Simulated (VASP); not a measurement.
Write the native input for VASP 6.6.1 that does the following.

- Task: single point
- Functional: PBE
- Potentials or basis: VASP PAW PBE potentials, release 64 (W_sv, S)
- Cutoff: 520 eV
- k mesh: 10 × 10 × 1
- Occupations: fermi-dirac, width 0.05 eV
- Spin: no spin polarisation
- Dipole correction: no
- Further INCAR settings: ALGO = Normal; EDIFF = 1e-07; NBANDS = 49

The structure of WS2 lies in POSCAR:

```
WS2
1.0
    3.1877054229      0.0000000000      0.0000000000
   -1.5938527115      2.7606338760      0.0000000000
    0.0000000000      0.0000000000     30.2167620156
W S
3 6
Direct
    0.6666666667      0.3333333333      0.4149564168
    0.6666666667      0.3333333333      0.9046886076
    0.0000000000      0.0000000000      0.6595329347
    0.6666666667      0.3333333333      0.6075370929
    0.0000000000      0.0000000000      0.3629615003
    0.0000000000      0.0000000000      0.8526914557
    0.6666666667      0.3333333333      0.7115287534
    0.0000000000      0.0000000000      0.4669534172
    0.0000000000      0.0000000000      0.9566838115
```

One way to write it, as run:

INCAR

```
  PREC = Accurate
  ENCUT = 520
  EDIFF = 1E-7
  ISMEAR = -1
  SIGMA = 0.05
  LREAL = False
  LASPH = True
  NELM = 80
  ALGO = Normal
  ISIF = 2
  LWAVE = False
  LCHARG = False
  GGA = PE
  NBANDS = 49
```

KPOINTS

```
Automatic mesh
0
Gamma
  10 10 1
```

Potentials or basis: VASP PAW PBE potentials, release 64 (W_sv, S).

Run with:

```sh
$ cat potpaw_PBE.64/W_sv/POTCAR potpaw_PBE.64/S/POTCAR > POTCAR
$ mpirun -np 1 vasp_std > vasp.out
```

Results of the run:

```
Band gap on the k mesh : 1.88 eV (least direct gap 2.15 eV)
```

Caveat: spin-orbit coupling is left out, which moves the levels of the heavy elements.

Wall time 8 min on 1 thread of Intel Xeon 8259CL, on a shared host, peak memory 0.44 GiB.
